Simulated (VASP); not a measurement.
Write the native input for VASP 6.6.1 that does the following.

| Property | Result |
| --- | --- |
| Task | single point |
| Functional | LDA |
| Potentials or basis | VASP PAW LDA potentials, release 64 (Pd) |
| Cutoff | 520 eV |
| k mesh | 23 × 23 × 23 |
| Occupations | fermi-dirac, width 0.05 eV |
| Spin | collinear spin |
| Starting moments | [0.5] μB |
| Dipole correction | no |
| Further INCAR settings | ALGO = Normal; EDIFF = 1e-06; NBANDS = 15 |

The structure of Pd lies in POSCAR:

```
Pd
1.0
    0.0000000000      1.8401707567      1.8401707567
    1.8401707567      0.0000000000      1.8401707567
    1.8401707567      1.8401707567      0.0000000000
Pd
1
Direct
    0.0000000000      0.0000000000      0.0000000000
```

These files were run (other wordings do the same):

INCAR

```
  PREC = Accurate
  ENCUT = 520
  EDIFF = 1E-6
  ISMEAR = -1
  SIGMA = 0.05
  LREAL = F
  LASPH = T
  NELM = 150
  ALGO = Normal
  ISIF = 2
  LWAVE = F
  LCHARG = F
  ISPIN = 2
  MAGMOM = 0.5
  LORBIT = 11
  LMAXMIX = 4
  NBANDS = 15
```

KPOINTS

```
Automatic mesh
0
Gamma
  23 23 23
```

Potentials or basis: VASP PAW LDA potentials, release 64 (Pd).

Run with:

```console
$ cat potpaw_LDA.64/Pd/POTCAR > POTCAR
$ mpirun -np 1 vasp_std > vasp.out
```

It gave:

```yaml
Pressure: 40.8 GPa
Band_gap_on_the_k_mesh: zero (filled and empty bands overlap)
Net_moment: 0.00 μB per cell
Valence_electrons_inside_the_program's_atomic_spheres: Pd 9.88
```

Caveat: the cell stands under pressure.

Wall time 66 s on 1 thread of Intel(R) Xeon(R) 6975P-C (Granite Rapids) (shared host), peak memory 0.2 GiB.
